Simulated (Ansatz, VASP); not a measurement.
Two plane-wave programs on As

```xyz
2
Lattice="1.9036 1.0991 3.6082 -1.9036 1.0991 3.6082 0.0000 -2.1981 3.6082" Properties=species:S:1:pos:R:3 pbc="T T T"
As    0.0000    0.0000    8.3750
As    0.0000    0.0000    2.4495
```

Alike in both runs: task single point; functional PBE; k mesh 8 × 8 × 8; occupations fermi-dirac, width 0.1 eV; no spin polarisation.

|  | VASP | Ansatz |
| --- | --- | --- |
| version | VASP 6.6.1 | Ansatz 0.2.0 |
| potentials or method | VASP PAW PBE potentials, release 64 (As), cutoff 520 eV | plane waves (420 eV) with PAW, scalar-relativistic |
| valence electrons in the cell | 10 | 30 |

Ansatz gave:

| Quantity | Value |
| --- | --- |
| pressure (GPa) | 0.0 |
| traceless stress, the component that is largest in VASP (GPa) | -0.07 |

**Question.** Estimate VASP's values.

**Answer.** Pressure (GPa): 0.2; traceless stress, the component that is largest in VASP (GPa): -0.14.

VASP's potentials hold 10 valence electrons a cell and Ansatz's 30, so a difference there can come from the potentials and not from the codes.
